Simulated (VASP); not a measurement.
Write the native input for VASP 6.6.1 that does the following.

```
Task                   : single point
Functional             : PBEsol
Potentials or basis    : VASP PAW PBE potentials, release 64 (Sn_d, O)
Cutoff                 : 520 eV
k mesh                 : 12 × 12 × 12
Occupations            : gaussian, width 0.05 eV
Spin                   : no spin polarisation
Dipole correction      : no
Further INCAR settings : ALGO = Normal; EDIFF = 1e-06; NBANDS = 20
```

The structure of SnO2 lies in POSCAR:

```
SnO2
1.0
    1.5786500000      0.9114340025      4.6455666667
   -1.5786500000      0.9114340025      4.6455666667
    0.0000000000     -1.8228680049      4.6455666667
Sn O
1 2
Direct
    0.5000000000      0.5000000000      0.5000000000
    0.2414378084      0.2414378084      0.2414378084
    0.7585621916      0.7585621916      0.7585621916
```

These files were run (other wordings do the same):

INCAR

```
SYSTEM = SnO2
PREC     = Accurate       ! precision mode
ENCUT    = 520            ! plane-wave cutoff, eV
EDIFF    = 1E-6           ! SCF threshold, eV
ISMEAR   = 0              ! smearing method
SIGMA    = 0.05           ! smearing width, eV
LREAL    = .FALSE.        ! projectors in reciprocal space
LASPH    = .TRUE.         ! aspherical terms in the spheres
NELM     = 60             ! most SCF steps
ALGO     = Normal         ! electronic algorithm
ISIF     = 2              ! what is computed and relaxed
LWAVE    = .FALSE.        ! write WAVECAR
LCHARG   = .TRUE.         ! write CHGCAR
GGA      = PS             ! functional
LELF     = .TRUE.         ! ELF
LVHAR    = .TRUE.       
NBANDS   = 20             ! bands
```

KPOINTS

```
regular mesh
0
G
  12 12 12
  0 0 0
```

Potentials or basis: VASP PAW PBE potentials, release 64 (Sn_d, O).

Launch:

```bash
$ cat potpaw_PBE.64/Sn_d/POTCAR potpaw_PBE.64/O/POTCAR > POTCAR
$ mpirun -np 1 vasp_std > vasp.out
```

Results of the run:

```json
{
 "Pressure": "2.1 GPa",
 "Largest force": "0.288 eV/Å",
 "Band gap on the k mesh": "2.12 eV (least direct gap 2.19 eV)"
}
```

Caveat: the PAW data sets were made with another functional, which shifts forces and pressure a little; spin-orbit coupling is left out, which moves the levels of the heavy elements.

Wall time 5.1 min on 1 thread of Intel(R) Xeon(R) 6975P-C (Granite Rapids), on a shared host, peak memory 0.33 GiB.
